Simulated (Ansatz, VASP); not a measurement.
**Zn in VASP and in Ansatz**

```xyz
1
Lattice="0.0000 1.9257 1.9257 1.9257 0.0000 1.9257 1.9257 1.9257 0.0000" Properties=species:S:1:pos:R:3 pbc="T T T"
Zn    0.0000    0.0000    0.0000
```

Alike in both runs: functional r2SCAN; k mesh 18 × 18 × 18; occupations gaussian, width 0.1 eV; no spin polarisation.

Ansatz relaxed the structure, and its values are those at the end. VASP's run is a single point on that final structure, the one shown.

|  | VASP | Ansatz |
| --- | --- | --- |
| version | VASP 6.6.1 | Ansatz 0.2.0 |
| potentials or method | VASP PAW PBE potentials, release 64 (Zn), cutoff 550 eV | scalar-relativistic, plane waves, PAW |
| valence electrons in the cell | 12 | 12 |

```tsv
	VASP	Ansatz	Ansatz less VASP
gap on the k mesh at the Fermi level (eV)	none	none	-
pressure (GPa)	0.4	0.0	-0.41
```

VASP's potentials were made for PBE, not for r2SCAN. A gap of «none» marks a metal or a gap that the smearing closes. The functional is the same, so the differences come from potentials, cutoffs and numerics.
